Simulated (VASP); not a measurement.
Set up this calculation in VASP 6.6.1, as the native input.

```yaml
Task: single point
Functional: LDA
Potentials_or_basis: VASP PAW LDA potentials, release 64 (Ti_sv)
Cutoff: 520 eV
k_mesh: 15 × 15 × 15
Occupations: fermi-dirac, width 0.05 eV
Spin: no spin polarisation
Dipole_correction: no
Further_INCAR_settings: ALGO = Normal; EDIFF = 1e-07; NBANDS = 12
```

The structure of Ti lies in POSCAR:

```
Ti
1.0
    1.8789158486      0.0000000000      0.0000000000
    0.0000000000      1.8789158486      0.0000000000
    0.0000000000      0.0000000000      1.8789158486
Ti
1
Direct
    0.0000000000      0.0000000000      0.0000000000
```

This cell differs from its parent crystal: volume scaled by 0.4.

The input as run:

INCAR

```
PREC = Accurate ; ENCUT = 520
EDIFF = 1E-7 ; ISMEAR = -1
SIGMA = 0.05 ; LREAL = False
LASPH = True ; NELM = 80
ALGO = Normal ; ISIF = 2
LWAVE = False ; LCHARG = False
GGA = CA ; NBANDS = 12
```

KPOINTS

```
Automatic mesh
0
Gamma
  15 15 15
```

Potentials or basis: VASP PAW LDA potentials, release 64 (Ti_sv).

Launch:

```console
$ cat potpaw_LDA.64/Ti_sv/POTCAR > POTCAR
$ mpirun -np 1 vasp_std > vasp.out
```

It gave:

| Quantity | Value |
| --- | --- |
| Pressure | 530.6 GPa |
| Band gap on the k mesh | zero (band 6 reaches 24.73 eV, above the bottom of band 7 at 16.19 eV) |

Wall time 4.3 s on 1 thread of Intel Xeon 6975P-C, with other jobs on the host, peak memory 0.11 GiB.
